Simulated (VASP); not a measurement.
Mg3Sb2: single point with PBE

Crystal: Mg3Sb2.

```
Mg Sb
1.0
     4.77762    0.00000    0.00000
    -2.38881    4.13754    0.00000
     0.00000    0.00000    7.09969
Mg Sb
3 2
Direct
  0.33333 0.66667 0.63555
  0.66667 0.33333 0.36445
  0.00000 0.00000 0.00000
  0.33333 0.66667 0.22650
  0.66667 0.33333 0.77350
```

This cell differs from its parent crystal: biaxial strain in the a-b plane: +4.0 %.

```json
{"Program": "VASP 6.6.1", "Task": "single point", "Functional": "PBE", "Potentials or basis": "VASP PAW PBE potentials, release 64 (Mg, Sb)", "Cutoff": "600 eV", "k mesh": "12 × 12 × 6", "Occupations": "gaussian, width 0.01 eV", "Spin": "no spin polarisation", "Dipole correction": "no", "Further INCAR settings": "ALGO = Normal; EDIFF = 1e-06; NBANDS = 16"}
```

- Pressure: -2.0 GPa
- Largest force: 0.099 eV/Å
- Band gap on the k mesh: zero (bands 8 and 9 overlap by 0.21 eV)

Forces on the atoms (eV/Å):
```
Mg   0.000  0.000  0.099
Mg   0.000  0.000 -0.099
Mg   0.000  0.000  0.000
Sb   0.000  0.000 -0.041
Sb   0.000  0.000  0.041
```

Stress tensor (GPa, compression positive):
```
-3.20  0.00  0.00
 0.00 -3.20  0.00
 0.00  0.00  0.30
```

Levels at points of the mesh, in eV from the Fermi level:
```
           k point  band 4  band 5  band 6  band 7  band 8  band 9  band 10  band 11  band 12  band 13
(0.00, 0.00, 0.00)   -1.33   -1.33   -0.58   -0.58    0.13    0.57     0.59     2.68     2.68     3.80
(0.50, 0.00, 0.00)   -3.53   -3.08   -2.41   -2.10   -0.90    0.07     1.73     2.19     2.68     5.38
(0.00, 0.00, 0.50)   -2.78   -1.00   -1.00   -0.92   -0.92    1.29     1.34     2.30     2.30     3.16
(0.50, 0.00, 0.50)   -4.41   -1.94   -1.72   -1.60   -1.34    0.36     1.39     1.78     2.36     4.54
```

Wall time 2.9 min on 1 thread of Oxide Virtual Turin-like Processor, on a shared host, peak memory 0.44 GiB.

Caveat: the cell differs from its parent crystal (biaxial strain in the a-b plane: +4.0 %); semilocal functionals underestimate gaps, and a narrow one can read as zero; spin-orbit coupling is left out, which moves the levels of the heavy elements.
